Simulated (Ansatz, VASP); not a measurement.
P: VASP beside Ansatz

```
CELL_PARAMETERS angstrom
3.28373 0.00000 0.00000
0.00000 34.85703 0.00000
0.00000 0.00000 4.63208
ATOMIC_POSITIONS crystal
P 0.50122 0.97114 0.91544
P 0.49669 0.03059 0.08474
P 0.00750 0.02879 0.41142
P 0.98812 0.96994 0.59993
```

Change from the starting cell: atoms moved at random, drawn with an rms of 0.05 Å.

Alike in both runs: task single point; functional PBEsol; k mesh 8 × 1 × 6; occupations fermi-dirac, width 0.05 eV; no spin polarisation.

|  | VASP | Ansatz |
| --- | --- | --- |
| version | VASP 6.6.1 | Ansatz 0.2.0 |
| potentials or method | VASP PAW PBE potentials, release 64 (P) | Ansatz PAW |
| plane-wave cutoff (eV) | 520 | 420 |
| valence electrons in the cell | 20 | 20 |

|  | VASP | Ansatz | Ansatz less VASP |
| --- | --- | --- | --- |
| gap on the k mesh at the Fermi level (eV) | 1.04 | 1.02 | -0.026 |
| least direct gap on the mesh (eV) | 1.05 | 1.03 | -0.017 |
| rms of the force components (eV/Å) | 0.340 | 0.343 | +0.0030 |

VASP's potentials were made for PBE, not for PBEsol. Atom by atom the forces differ by 0.012 eV/Å (rms over components).
